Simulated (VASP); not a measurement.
# PbO in VASP: a series of runs

Runs on PbO. Level: PBE+D3(BJ). Tasks: single point.

Everything below comes from runs of VASP 6.6.1. Logs are shortened: lines on timing, memory, paths and dates and some standing lists are left out, and cuts for length are marked.

### 1 The cell of the first run

The cell holds a slab with vacuum, 4 atoms: a = 3.798 Å, b = 3.798 Å, c = 30.749 Å, α = 90.00°, β = 90.00°, γ = 90.00°.

### 2 Single point, PBE+D3(BJ)

File INCAR:

```
SYSTEM = PbO
  PREC = Accurate
  ENCUT = 520
  EDIFF = 1E-7
  ISMEAR = 0
  SIGMA = 0.02
  LREAL = .False.
  LASPH = .True.
  NELM = 60
  ALGO = Normal
  ISIF = 2
  LWAVE = .False.
  LCHARG = .True.
  LDIPOL = .True.
  IDIPOL = 3
  DIPOL = 0.5 0.5 0.500
  GGA = PE
  IVDW = 12
  LELF = .True.
  LVHAR = .True.
  LVACPOTAV = .True.
  NBANDS = 28
```

File KPOINTS:

```
regular mesh
0
Gamma
  6 6 1
  0 0 0
```

File POSCAR:

```
PbO
1.0
    3.7980000000      0.0000000000      0.0000000000
    0.0000000000      3.7980000000      0.0000000000
    0.0000000000      0.0000000000     30.7493267952
Pb O
2 2
Direct
    0.5000000000      0.0000000000      0.4621129917
    0.0000000000      0.5000000000      0.5378870083
    0.0000000000      0.0000000000      0.5000000000
    0.5000000000      0.5000000000      0.5000000000
```

Potentials or basis: VASP PAW PBE potentials, release 64 (Pb_d, O).

Command:

```
> cat potpaw_PBE.64/Pb_d/POTCAR potpaw_PBE.64/O/POTCAR > POTCAR
> mpirun -np 1 vasp_std > vasp.out
```

OUTCAR:

```text
SYSTEM = PbO
   PREC = Accurate
   ENCUT = 520
   EDIFF = 1E-7
   ISMEAR = 0
   LREAL = .False.
   LASPH = .True.
   NELM = 60
   ISIF = 2
   GGA = PE
   IVDW = 12
 IVDW          = 12

 ion  position               nearest neighbor table
   1  0.500  0.000  0.462-   3 2.23   4 2.23   4 2.23   3 2.23   2 3.56   2 3.56   2 3.56   2 3.56

   2  0.000  0.500  0.538-   3 2.23   4 2.23   3 2.23   4 2.23   1 3.56   1 3.56   1 3.56   1 3.56

   3  0.000  0.000  0.500-   1 2.23   2 2.23   2 2.23   1 2.23
   4  0.500  0.500  0.500-   1 2.23   2 2.23   1 2.23   2 2.23

  LATTYP: Found a simple tetragonal cell.
 ALAT       =     3.7980000000
 C/A-ratio  =     8.0961892562

  Lattice vectors:

 A1 = (   3.7980000000,   0.0000000000,   0.0000000000)
 A2 = (   0.0000000000,   3.7980000000,   0.0000000000)
 A3 = (   0.0000000000,   0.0000000000,  30.7493267952)

Analysis of symmetry for initial positions (statically):
=====================================================================
 Subroutine PRICEL returns:
 Original cell was already a primitive cell.

 Routine SETGRP: Setting up the symmetry group for a
 simple tetragonal supercell.

 Subroutine GETGRP returns: Found 16 space group operations
 (whereof  8 operations were pure point group operations)
 out of a pool of 16 trial point group operations.

The static configuration has the point symmetry D_2d.
 The point group associated with its full space group is D_4h.

Analysis of symmetry for dynamics (positions and initial velocities):
=====================================================================
 Subroutine PRICEL returns:
 Original cell was already a primitive cell.

 Routine SETGRP: Setting up the symmetry group for a
 simple tetragonal supercell.

 Subroutine GETGRP returns: Found 16 space group operations
 (whereof  8 operations were pure point group operations)
 out of a pool of 16 trial point group operations.

The dynamic configuration has the point symmetry D_2d.
 The point group associated with its full space group is D_4h.

 Subroutine INISYM returns: Found 16 space group operations
 (whereof  8 operations are pure point group operations),
 and found     1 'primitive' translations

----------------------------------------------------------------------------------------

                                     Primitive cell

  volume of cell :     443.5530

  direct lattice vectors                    reciprocal lattice vectors
     3.798000000  0.000000000  0.000000000     0.263296472  0.000000000  0.000000000
[... 84 lines left out ...]
   TEBEG  =    0.0;   TEEND  =   0.0 temperature during run
   PSTRESS=    0.0 pullay stress
   NELECT =      40.0000    total number of electrons
   NUPDOWN=      -1.0000    fix difference up-down
   EMIN   =  10.00;   EMAX   =-10.00  energy-range for DOS
   EFERMI =   0.00;   METHOD = LEGACY
   ISMEAR =     0;   SIGMA  =   0.02  broadening in eV -4-tet -1-fermi 0-gaus
   EFERMI_NEDOS =   21; number of points for ismear=-14 and -15
   IALGO  =     38    algorithm
   IMIX   =      4    mixing-type and parameters
     AMIX     =   0.40;   BMIX     =  1.00
     AMIX_MAG =   1.60;   BMIX_MAG =  1.00
  volume/ion in A,a.u.               =     110.89       748.31
  Fermi-wavevector in a.u.,A,eV,Ry     =   0.734141  1.387326  7.333043  0.538963
  Thomas-Fermi vector in A             =   1.827022
   LORBIT       =      0    0 simple, 1 ext, 2 COOP (PROOUT), +10 PAW based schemes
   GGA     = PE    functional components
   LHFCALC =     F    Hartree Fock is set to
   AEXX    =    0.0000 exact exchange contribution
   IVDW    =    12    specifies the selected vdW correction
   LEPSILON=     F    determine dielectric tensor
   LRPA    =     F    only Hartree local field effects (RPA)
 non-spin polarized calculation
 Gauss-broadening in eV      SIGMA  =   0.02
  energy-cutoff  :      520.00
  volume of cell :      443.55
 maximum number of plane-waves:     11980
   NGX = 15   NGY = 15   NGZ =115

 dipolmoment           0.000000      0.000000     -0.000000 electrons x Angstroem

 number of electron      39.9999996 magnetization

 dipolmoment           0.000000      0.000000      0.000000 electrons x Angstroem

 Free energy of the ion-electron system (eV)
  ---------------------------------------------------
  ext. energy  EPLUGINS =         0.00000000
  ---------------------------------------------------
  free energy    TOTEN  =       -20.90746857 eV

  energy without entropy =      -20.90746857  energy(sigma->0) =      -20.90746857

 E-fermi :  -3.0734     XC(G=0):  -2.1122

 val. band max:       -3.2025925108   @ k =   0.0000   0.0000   0.0000
 cond. band min:      -0.2056397295   @ k =   0.0000   0.0000   0.0000
 fundamental gap:      2.9969527812
 Fermi energy:        -3.0733962298

 k-point     1 :       0.0000    0.0000    0.0000
  band No.  band energies     occupation
      1     -22.0178      2.00000
      2     -21.1095      2.00000
      3     -18.6394      2.00000
      4     -18.6394      2.00000
      5     -18.6287      2.00000
      6     -18.5327      2.00000
[... 299 lines left out ...]
     27       4.4469      0.00000
     28       4.4469      0.00000

------------------------ aborting loop because EDIFF is reached ----------------------------------------

 vacuum level on the upper side and lower side of the slab       (xc-potential included)        -0.093        -0.093

 Edisp (eV)   -0.62000

 E8    (eV) :    -0.2947

  FORCE on cell =-STRESS in cart. coord.  units (eV):
  Direction    XX          YY          ZZ          XY          YZ          ZX
  --------------------------------------------------------------------------------------
  -------------------------------------------------------------------------------------
  Total       7.24446     7.24446     5.74543     0.00000     0.00000     0.00000
  in kB      26.16804    26.16804    20.75333     0.00000     0.00000     0.00000
  external pressure =       24.36 kB  Pullay stress =        0.00 kB

 VOLUME and BASIS-vectors are now :
 -----------------------------------------------------------------------------
  energy-cutoff  :      520.00
  volume of cell :      443.55
      direct lattice vectors                 reciprocal lattice vectors
     3.798000000  0.000000000  0.000000000     0.263296472  0.000000000  0.000000000
     0.000000000  3.798000000  0.000000000     0.000000000  0.263296472  0.000000000
     0.000000000  0.000000000 30.749326795     0.000000000  0.000000000  0.032521037

 POSITION                                       TOTAL-FORCE (eV/Angst)
 -----------------------------------------------------------------------------------
      1.89900      0.00000     14.20966         0.000000      0.000000     -2.499303
      0.00000      1.89900     16.53966         0.000000      0.000000      2.499303
      0.00000      0.00000     15.37466         0.000000      0.000000      0.000000
      1.89900      1.89900     15.37466        -0.000000      0.000000      0.000000
 -----------------------------------------------------------------------------------
    total drift:                                0.000000      0.000000      0.000000

  FREE ENERGIE OF THE ION-ELECTRON SYSTEM (eV)
  ---------------------------------------------------
  free  energy   TOTEN  =       -21.5274670462 eV

  energy  without entropy=      -21.5274670462  energy(sigma->0) =      -21.52746705

 vacuum level on the upper side and lower side of the slab         1.734         1.734
```

Run time: 3.5 min. Hardware: 1 thread of AMD EPYC 7R13 (Zen 3), shared host; peak memory 0.46 GiB.

Results:

```yaml
Free_energy: -21.5275 eV
Largest_force: 2.499 eV/Å
Band_gap_on_the_k_mesh: 3.00 eV, direct
Dispersion_energy_per_atom: -0.155 eV
Ionisation_potential_of_the_upper_face: 4.94 eV
```

Forces in eV/Å, atoms in the order of the input:
```
Pb   0.000  0.000 -2.499
Pb   0.000  0.000  2.499
O    0.000  0.000  0.000
O    0.000  0.000  0.000
```

Levels at points of the mesh, in eV from the valence-band top:
| k point | band 17 | band 18 | band 19 | band 20 | band 21 | band 22 | band 23 | band 24 |
| --- | --- | --- | --- | --- | --- | --- | --- | --- |
| (0.00, 0.00, 0.00) | -1.41 | -1.35 | -1.35 | 0.00 | 3.00 | 3.05 | 4.88 | 4.91 |
| (0.50, 0.00, 0.00) | -2.83 | -2.83 | -0.68 | -0.68 | 3.54 | 3.54 | 5.71 | 5.71 |
| (0.50, 0.50, 0.00) | -1.10 | -1.10 | -0.66 | -0.66 | 3.59 | 3.59 | 5.70 | 5.70 |

Caveat: spin-orbit coupling is left out, which moves the levels of the heavy elements.

### 3 Single point, PBE+D3(BJ)

This run uses another cell than the first one, of 117.22 Å³/atom, 1.057 times its volume.

File INCAR:

```
PREC = Accurate
ENCUT = 520
EDIFF = 1E-6
ISMEAR = 0
SIGMA = 0.02
LREAL = False
LASPH = True
NELM = 100
ALGO = Normal
ISIF = 2
LWAVE = False
LCHARG = False
LDIPOL = True
IDIPOL = 3
DIPOL = 0.5 0.5 0.500
GGA = PE
IVDW = 12
NBANDS = 28
```

File KPOINTS:

```
Automatic mesh
0
Gamma
  6 6 1
```

File POSCAR:

```
PbO
1.0
    3.9050000000      0.0000000000      0.0000000000
    0.0000000000      3.9050000000      0.0000000000
    0.0000000000      0.0000000000     30.7493267952
Pb O
2 2
Direct
    0.5000000000      0.0000000000      0.4566657180
    0.0000000000      0.5000000000      0.5433342820
    0.0000000000      0.0000000000      0.5000000000
    0.5000000000      0.5000000000      0.5000000000
```

Potentials or basis: VASP PAW PBE potentials, release 64 (Pb_d, O).

Command:

```
> cat potpaw_PBE.64/Pb_d/POTCAR potpaw_PBE.64/O/POTCAR > POTCAR
> mpirun -np 1 vasp_std > vasp.out
```

Wall time 4.2 min (1 thread of Intel Xeon Platinum 8488C (Sapphire Rapids), shared host); peak memory 0.54 GiB.

The run converged. Its results:

- Free energy: -21.8487 eV
- Largest force: 1.376 eV/Å
- Band gap on the k mesh: 2.54 eV, indirect (least direct gap 2.78 eV)
- Dispersion energy per atom: -0.143 eV

Forces in eV/Å, atoms in the order of the input:
```
Pb   0.000  0.000  1.376
Pb   0.000  0.000 -1.376
O    0.000  0.000  0.000
O    0.000  0.000  0.000
```

Levels at points of the mesh, in eV from the valence-band top:
```csv
k point,band 17,band 18,band 19,band 20,band 21,band 22,band 23,band 24
"(0.00, 0.00, 0.00)",-1.07,-0.54,-0.54,-0.41,2.54,2.92,4.34,4.41
"(0.50, 0.00, 0.00)",-1.93,-1.93,-0.90,-0.90,2.90,2.90,4.98,4.98
"(0.50, 0.50, 0.00)",-1.57,-1.57,0.00,0.00,2.78,2.78,4.77,4.77
```

Caveat: spin-orbit coupling is left out, which moves the levels of the heavy elements.
